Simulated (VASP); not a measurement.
The system is InGa3Se2.

```xyz
6
Lattice="5.9468 0.0000 0.0000 -2.9734 5.1501 0.0000 0.0000 0.0000 4.1769" Properties=species:S:1:pos:R:3 pbc="T T T"
In    0.0000    0.0000    3.7125
Ga    1.4867    2.5750    1.9193
Ga    2.9734    0.0000    1.9193
Ga   -1.4867    2.5750    1.9193
Se    2.9734    1.7167    4.0229
Se    0.0000    3.4334    4.0229
```

The cell was generated, and may not be a known phase.

```yaml
Program: VASP 6.6.1
Task: relaxation of cell and atoms
Functional: PBE
Potentials_or_basis: VASP PAW PBE potentials, release 64 (In_d, Ga_d, Se)
Cutoff: 600 eV
k_mesh: 3 × 3 × 4
Occupations: gaussian, width 0.1 eV
Spin: no spin polarisation
```

At the start: pressure 8.0 GPa; volume 21.32 Å³/atom.

Problem. Where does the relaxation end?

Solution. Over 14 steps the energy falls by 76.9 meV/atom and the volume is 25.05 Å³/atom (+17.5 %); space group P6mm (No. 183, to 0.1 Å) before and after.

Step by step:
| step | energy change (eV) | largest force (eV/Å) | pressure (GPa) | volume (Å³) |
| --- | --- | --- | --- | --- |
| 1 | 0.0000 | 0.0888 | 7.99 | 127.92 |
| 2 | -0.4310 | 0.0854 | -0.24 | 148.62 |
| 3 | -0.4323 | 0.0878 | 0.12 | 147.23 |
| 4 | -0.4322 | 0.0857 | 0.05 | 147.64 |
| 5 | -0.4417 | 0.0776 | -0.01 | 148.23 |
| 6 | -0.4544 | 0.0807 | -0.04 | 149.96 |
| 7 | -0.4552 | 0.0788 | -0.05 | 150.45 |
| 8 | -0.4552 | 0.0811 | -0.05 | 150.39 |
| 9 | -0.4559 | 0.0758 | 0.00 | 150.11 |
| 10 | -0.4570 | 0.0657 | 0.23 | 149.29 |
| 11 | -0.4573 | 0.0633 | 0.19 | 149.33 |
| 12 | -0.4582 | 0.0595 | 0.18 | 149.47 |
| 13 | -0.4598 | 0.0519 | 0.10 | 149.76 |
| 14 | -0.4615 | 0.0360 | -0.10 | 150.33 |

Final structure:
```yaml
crystal:
  lattice:
    - [6.33820, 0.00000, 0.00000]
    - [-3.16910, 5.48905, 0.00000]
    - [0.00000, 0.00000, 4.32089]
  atoms:
    - { symbol: In, position: [0.00000, 0.00000, 0.91632] }
    - { symbol: Ga, position: [0.50000, 0.50000, 0.45061] }
    - { symbol: Ga, position: [0.50000, 0.00000, 0.45061] }
    - { symbol: Ga, position: [0.00000, 0.50000, 0.45061] }
    - { symbol: Se, position: [0.66667, 0.33333, 0.96275] }
    - { symbol: Se, position: [0.33333, 0.66667, 0.96275] }
```

Caveat: the k points lie up to 0.38 Å⁻¹ apart in the final cell, too coarse for converged energies and pressures of a metal; the volume moved by over 15 % at a fixed basis, so the end points are rough.
